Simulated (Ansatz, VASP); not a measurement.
## Ge2Sb2Te5: VASP beside Ansatz

Contents of INCAR:

```
PREC = Accurate ; ENCUT = 520
EDIFF = 1E-7 ; ISMEAR = 0
SIGMA = 0.03 ; LREAL = False
LASPH = True ; NELM = 100
ALGO = Fast ; ISIF = 2
LWAVE = False ; LCHARG = False
GGA = PE ; NBANDS = 44
```

KPOINTS

```
regular mesh
0
Gamma
  12 12 2
```

Contents of POSCAR:

```
Ge2Sb2Te5
1.0
    4.6639933499      0.0000000000      0.0000000000
   -2.3319966749      4.0391367241      0.0000000000
    0.0000000000      0.0000000000     17.5380141935
Ge Sb Te
2 2 5
Direct
    0.0000000000      0.0000000000      0.3313200918
    0.0000000000      0.0000000000      0.6686799082
    0.3333333333      0.6666666667      0.1120971408
    0.6666666667      0.3333333333      0.8879028592
    0.0000000000      0.0000000000      0.0000000000
    0.3333333333      0.6666666667      0.7914345914
    0.6666666667      0.3333333333      0.2085654086
    0.3333333333      0.6666666667      0.4096023866
    0.6666666667      0.3333333333      0.5903976134
```

Input for Ansatz:

```yaml
crystal:
  lattice:
    - [4.6639933499, 0.0, 0.0]
    - [-2.3319966749, 4.0391367241, 0.0]
    - [0.0, 0.0, 17.5380141935]
  atoms:
    - { symbol: Ge, position: [0.0, 0.0, 0.3313200918] }
    - { symbol: Ge, position: [0.0, 0.0, 0.6686799082] }
    - { symbol: Sb, position: [0.3333333333, 0.6666666667, 0.1120971408] }
    - { symbol: Sb, position: [0.6666666667, 0.3333333333, 0.8879028592] }
    - { symbol: Te, position: [0.0, 0.0, 0.0] }
    - { symbol: Te, position: [0.3333333333, 0.6666666667, 0.7914345914] }
    - { symbol: Te, position: [0.6666666667, 0.3333333333, 0.2085654086] }
    - { symbol: Te, position: [0.3333333333, 0.6666666667, 0.4096023866] }
    - { symbol: Te, position: [0.6666666667, 0.3333333333, 0.5903976134] }
basis:
  ecutwfc: 420
kpoints:
  mp_grid: { grid: [12, 12, 2] }
hamiltonian:
  xc: pbe
scf:
  occupations: { method: gaussian, width: 0.03 }
output:
  forces: true
  stress: true
  eigenvalues: true
  write_density: true
  write_potential: true
  elf: true
  volumetric_format: npy
```

Alike in both runs: task single point; functional PBE; k mesh 12 × 12 × 2; occupations gaussian, width 0.03 eV; no spin polarisation.

|  | VASP | Ansatz |
| --- | --- | --- |
| version | VASP 6.6.1 | Ansatz 0.2.0 |
| potentials or method | VASP PAW PBE potentials, release 64 (Ge_d, Sb, Te), cutoff 520 eV | scalar-relativistic, plane waves, PAW |
| valence electrons in the cell | 68 | 138 |

```csv
,VASP,Ansatz,Ansatz less VASP
gap on the k mesh at the Fermi level (eV),none,none,-
pressure (GPa),-5.0,-5.0,+0.03
"traceless stress, the component that is largest in VASP (GPa)",2.25,2.26,+0.011
rms of the force components (eV/Å),0.194,0.197,+0.0026
```

Atom by atom the forces differ by 0.003 eV/Å (rms over components). A gap of «none» marks a metal or a gap that the smearing closes. With one functional, cell and mesh, what is left measures potentials, basis and numerics. VASP's potentials hold 68 valence electrons a cell and Ansatz's 138, so a difference there can come from the potentials and not from the codes.

Neither program's run includes spin-orbit coupling.
